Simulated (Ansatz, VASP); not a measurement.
**Ag: VASP beside Ansatz**

```
Ag
1.0
     2.93000    0.00000    0.00000
    -1.46500    2.53745    0.00000
     0.00000    0.00000    5.50850
Ag
2
Direct
  0.33333 0.66667 0.25000
  0.66667 0.33333 0.75000
```

Change from the starting cell: strain +0.1500 x Voigt [0, 0, 1, 0, 0, 0], atoms carried along.

Alike in both runs: task single point; functional r2SCAN; k mesh 18 × 18 × 10; occupations gaussian, width 0.15 eV; no spin polarisation.

|  | VASP | Ansatz |
| --- | --- | --- |
| version | VASP 6.6.1 | Ansatz 0.2.0 |
| potentials or method | VASP PAW PBE potentials, release 64 (Ag), cutoff 520 eV | scalar-relativistic, plane waves, PAW |
| valence electrons in the cell | 22 | 38 |

```tsv
	VASP	Ansatz	Ansatz less VASP
gap on the k mesh at the Fermi level (eV)	none	none	-
pressure (GPa)	-9.2	-9.2	0.00
traceless stress, the component that is largest in VASP (GPa)	-3.52	-3.48	+0.035
```

VASP's potentials were made for PBE, not for r2SCAN. A gap of «none» marks a metal or a gap that the smearing closes. With one functional, cell and mesh, what is left measures potentials, basis and numerics. VASP's potentials hold 22 valence electrons a cell and Ansatz's 38, so a difference there can come from the potentials and not from the codes.
